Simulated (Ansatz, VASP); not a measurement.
**TiC in VASP and in Ansatz**

```xyz
2
Lattice="0.0000 2.1029 2.1029 2.1029 0.0000 2.1029 2.1029 2.1029 0.0000" Properties=species:S:1:pos:R:3 pbc="T T T"
Ti    0.0000    0.0000    0.0000
C     2.1029    2.1029    2.1029
```

Alike in both runs: task single point; functional PBEsol; k mesh 16 × 16 × 16; occupations gaussian, width 0.1 eV; no spin polarisation.

|  | VASP | Ansatz |
| --- | --- | --- |
| version | VASP 6.6.1 | Ansatz 0.2.0 |
| potentials or method | VASP PAW PBE potentials, release 64 (Ti_sv, C), cutoff 520 eV | scalar-relativistic, plane waves, PAW |
| valence electrons in the cell | 16 | 16 |

|  | VASP | Ansatz | Ansatz less VASP |
| --- | --- | --- | --- |
| gap on the k mesh at the Fermi level (eV) | none | none | - |
| pressure (GPa) | 18.9 | 18.7 | -0.21 |

VASP's potentials were made for PBE, not for PBEsol. A gap of «none» marks a metal or a gap that the smearing closes.
